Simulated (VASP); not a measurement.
TaRu, 2 atoms in the cell. The structure is trigonal, space group R-3m (No. 166). Conventional cell: a = 4.462 Å, b = 4.462 Å, c = 5.630 Å, α = 90.00°, β = 90.00°, γ = 120.00°. Ta (site symmetry -3m) has 8 Ru at 2.74 to 2.82 Å and 6 Ta at 3.19 Å within 3.6 Å. Ru (site symmetry -3m) has 8 Ta at 2.74 to 2.82 Å and 6 Ru at 3.19 Å within 3.6 Å.  This cell differs from its parent crystal: equal xy, yz and zx shear strains of +2 %.

```yaml
Program: VASP 6.6.1
Task: electric field gradients
Functional: LDA
Potentials_or_basis: VASP PAW LDA potentials, release 64 (Ta_pv, Ru_pv)
Cutoff: 400 eV
k_mesh: 13 × 13 × 13
Occupations: fermi-dirac, width 0.03 eV
Spin: no spin polarisation
Dipole_correction: no
Further_INCAR_settings: ALGO = Normal; EDIFF = 1e-08; NBANDS = 20
```

Potentials or basis: VASP PAW LDA potentials, release 64 (Ta_pv, Ru_pv).

Run with:

```console
$ cat potpaw_LDA.64/Ta_pv/POTCAR potpaw_LDA.64/Ru_pv/POTCAR > POTCAR
$ mpirun -np 1 vasp_std > vasp.out
```

Hardware: 1 thread of AMD EPYC 7R43 64-Core Processor (Zen 3), on a shared host.

Question: Estimate the wall time of this run.

Answer: It took 120 s on 1 thread of AMD EPYC 7R43 64-Core Processor (Zen 3), on a shared host, peak memory 0.17 GiB. Counts: scf iterations 14, k points 231.
